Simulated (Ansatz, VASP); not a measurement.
# One calculation of MoSe, two programs

INCAR

```
PREC     = Accurate       # precision mode
ENCUT    = 520            # plane-wave cutoff, eV
EDIFF    = 1E-6           # SCF threshold, eV
ISMEAR   = 0              # smearing method
SIGMA    = 0.1            # smearing width, eV
LREAL    = F              # projectors in reciprocal space
LASPH    = T              # aspherical terms in the spheres
NELM     = 150            # most SCF steps
ALGO     = Normal         # electronic algorithm
ISIF     = 2              # what is computed and relaxed
LWAVE    = F              # write WAVECAR
LCHARG   = F              # write CHGCAR
ISPIN    = 2              # spin polarisation
MAGMOM   = 3.5 0          # initial moments
LORBIT   = 11             # projections on sites
LMAXMIX  = 4              # l up to which the mixer works
GGA      = PE             # functional
NBANDS   = 21             # bands
```

KPOINTS

```
regular mesh
0
Gamma
  14 14 14
```

The input POSCAR:

```
MoSe
1.0
    0.0000000000      2.5386151041      2.5386151041
    2.5386151041      0.0000000000      2.5386151041
    2.5386151041      2.5386151041      0.0000000000
Mo Se
1 1
Direct
    0.0000000000      0.0000000000      0.0000000000
    0.5000000000      0.5000000000      0.5000000000
```

Input for Ansatz:

```yaml
crystal:
  lattice:
    - [0.0, 2.5386151041, 2.5386151041]
    - [2.5386151041, 0.0, 2.5386151041]
    - [2.5386151041, 2.5386151041, 0.0]
  atoms:
    - { symbol: Mo, position: [0.0, 0.0, 0.0], spin: 3.5 }
    - { symbol: Se, position: [0.5, 0.5, 0.5] }
basis:
  ecutwfc: 420
kpoints:
  mp_grid: { grid: [14, 14, 14] }
hamiltonian:
  xc: pbe
scf:
  occupations: { method: gaussian, width: 0.1 }
  lower_state_search: "off"
output:
  forces: true
  stress: true
  eigenvalues: true
  populations: true
  write_density: true
  write_potential: true
  elf: true
  volumetric_format: npy
magnetization:
  spin_polarized: true
```

Alike in both runs: task single point; functional PBE; k mesh 14 × 14 × 14; occupations gaussian, width 0.1 eV; collinear spin.

```csv
,VASP,Ansatz
version,VASP 6.6.1,Ansatz 0.2.0
potentials or method,"VASP PAW PBE potentials, release 64 (Mo_sv, Se), cutoff 520 eV","scalar-relativistic, plane waves, PAW"
valence electrons in the cell,20,30
```

Ansatz gave:

| Property | Result |
| --- | --- |
| gap on the k mesh at the Fermi level (eV) | none |
| pressure (GPa) | 14.2 |
| net moment per atom (μB) | 0.00 |

Question: Estimate VASP's values.

Answer: gap on the k mesh at the Fermi level (eV): none; pressure (GPa): 14.5; net moment per atom (μB): 0.00.

A gap of «none» marks a metal or a gap that the smearing closes. The functional is the same, so the differences come from potentials, cutoffs and numerics. VASP's potentials hold 20 valence electrons a cell and Ansatz's 30, so a difference there can come from the potentials and not from the codes. Ansatz's warnings: seeded moment not kept.
